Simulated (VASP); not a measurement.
Input of a VASP 6.6.1 run:

The input POSCAR:

```
SrCl2
1.0
    0.0000000000      3.4976509228      3.4976509228
    3.4976509228      0.0000000000      3.4976509228
    3.4976509228      3.4976509228      0.0000000000
Sr Cl
1 2
Direct
    0.0000000000      0.0000000000      0.0000000000
    0.2500000000      0.2500000000      0.2500000000
    0.7500000000      0.7500000000      0.7500000000
```

INCAR.step1

```
SYSTEM = SrCl2
PREC = Accurate
ENCUT = 520
EDIFF = 1E-5
ISMEAR = 0
SIGMA = 0.01
LREAL = .FALSE.
LASPH = .TRUE.
NELM = 100
ALGO = Normal
ISIF = 2
LWAVE = .TRUE.
LCHARG = .FALSE.
NBANDS = 19
GGA = PE
```

INCAR.step2

```
SYSTEM = SrCl2
PREC = Accurate
ENCUT = 520
EDIFF = 1E-7
ISMEAR = 0
SIGMA = 0.01
LREAL = .FALSE.
LASPH = .TRUE.
NELM = 100
ALGO = Normal
ISIF = 2
LWAVE = .FALSE.
LCHARG = .FALSE.
METAGGA = R2SCAN
LHFCALC = .TRUE.
AEXX = 0.1
LMIXTAU = .TRUE.
PRECFOCK = Normal
NBANDS = 19
ISTART = 1
```

File KPOINTS:

```
Automatic mesh
0
G
  4 4 4
  0 0 0
```

Potentials or basis: VASP PAW PBE potentials, release 64 (Sr_sv, Cl).

Command:

```bash
$ cat potpaw_PBE.64/Sr_sv/POTCAR potpaw_PBE.64/Cl/POTCAR > POTCAR
$ cp INCAR.step1 INCAR
$ mpirun -np 1 vasp_std > vasp.out
$ cp INCAR.step2 INCAR
$ mpirun -np 1 vasp_std > vasp.out
```

Task: What does it give for the pressure?

Result: -0.1 GPa.

Task: Estimate the band gap on the k mesh.

Result: 6.62 eV (least direct gap 6.73 eV).

Caveat: the PAW data sets were made with another functional, which shifts forces and pressure a little. A k mesh can miss the band edges.
